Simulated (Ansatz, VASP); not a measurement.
MgI2: VASP beside Ansatz

```
CELL_PARAMETERS angstrom
4.27831 0.00000 0.00000
-2.13916 3.70513 0.00000
0.00000 0.00000 6.96493
ATOMIC_POSITIONS crystal
Mg 0.00000 0.00000 0.00000
I 0.33333 0.66667 0.75763
I 0.66667 0.33333 0.24237
```

Change from the starting cell: strain +0.030 along x and y, +0.015 along z, atoms carried along.

Alike in both runs: task single point; functional PBE; k mesh 6 × 6 × 4; occupations gaussian, width 0.05 eV; no spin polarisation.

|  | VASP | Ansatz |
| --- | --- | --- |
| version | VASP 6.6.1 | Ansatz 0.2.0 |
| potentials or method | VASP PAW PBE potentials, release 64 (Mg, I), cutoff 520 eV | scalar-relativistic, plane waves, PAW |
| valence electrons in the cell | 16 | 44 |

```tsv
	VASP	Ansatz	Ansatz less VASP
gap on the k mesh at the Fermi level (eV)	3.31	3.33	+0.018
least direct gap on the mesh (eV)	3.31	3.33	+0.018
pressure (GPa)	-0.9	-0.8	+0.05
traceless stress, the component that is largest in VASP (GPa)	0.47	0.47	-0.005
rms of the force components (eV/Å)	0.122	0.118	-0.0045
```

Atom by atom the forces differ by 0.005 eV/Å (rms over components). With one functional, cell and mesh, what is left measures potentials, basis and numerics. VASP's potentials hold 16 valence electrons a cell and Ansatz's 44, so a difference there can come from the potentials and not from the codes.

Spin-orbit coupling is off throughout.
